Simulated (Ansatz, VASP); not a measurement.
LiF in VASP and in Ansatz

The input POSCAR:

```
LiF
1.0
    2.8301470253      0.0000000000      0.0000000000
   -1.4150735127      2.4509792204      0.0000000000
    0.0000000000      0.0000000000      4.8764959730
Li F
2 2
Direct
    0.0000000000      0.0000000000      0.0000000000
    0.0000000000      0.0000000000      0.5000000000
    0.3333333333      0.6666666667      0.2500000000
    0.6666666667      0.3333333333      0.7500000000
```

Contents of INCAR.step1:

```
PREC = Accurate
ENCUT = 520
ISMEAR = 0
SIGMA = 0.01
LREAL = F
LASPH = T
NELM = 60
NBANDS = 18
GGA = PE
ALGO = Normal
EDIFF = 1E-4
LWAVE = T
LCHARG = F
```

Contents of INCAR.step2:

```
PREC = Accurate
ENCUT = 520
EDIFF = 1E-6
ISMEAR = 0
SIGMA = 0.01
LREAL = F
LASPH = T
NELM = 60
ALGO = Normal
ISIF = 2
LWAVE = F
LCHARG = F
METAGGA = R2SCAN
LMIXTAU = T
NBANDS = 18
ISTART = 1
```

The input KPOINTS:

```
regular mesh
0
Gamma
  9 9 4
```

Input for Ansatz:

```yaml
crystal:
  lattice:
    - [2.8301470253, 0.0, 0.0]
    - [-1.4150735127, 2.4509792204, 0.0]
    - [0.0, 0.0, 4.876495973]
  atoms:
    - { symbol: Li, position: [0.0, 0.0, 0.0] }
    - { symbol: Li, position: [0.0, 0.0, 0.5] }
    - { symbol: F, position: [0.3333333333, 0.6666666667, 0.25] }
    - { symbol: F, position: [0.6666666667, 0.3333333333, 0.75] }
kpoints:
  mp_grid: { grid: [9, 9, 4] }
hamiltonian:
  xc: r2scan
scf:
  occupations: { method: fixed }
  n_extra_bands: 5
output:
  forces: true
  stress: true
  eigenvalues: true
```

Alike in both runs: task single point; functional r2SCAN; k mesh 9 × 9 × 4; no spin polarisation.

|  | VASP | Ansatz |
| --- | --- | --- |
| version | VASP 6.6.1 | Ansatz 0.2.0 |
| potentials or method | VASP PAW PBE potentials, release 64 (Li_sv, F) | plane waves, PAW |
| plane-wave cutoff (eV) | 520 | 500 |
| occupations | gaussian, width 0.01 eV | fixed |
| valence electrons in the cell | 20 | 20 |

```csv
,VASP,Ansatz,Ansatz less VASP
gap on the k mesh at the Fermi level (eV),9.85,9.66,-0.195
```

VASP's potentials were made for PBE, not for r2SCAN.

Noted on VASP's run: the cutoff is short for stress, so the pressure is rough.
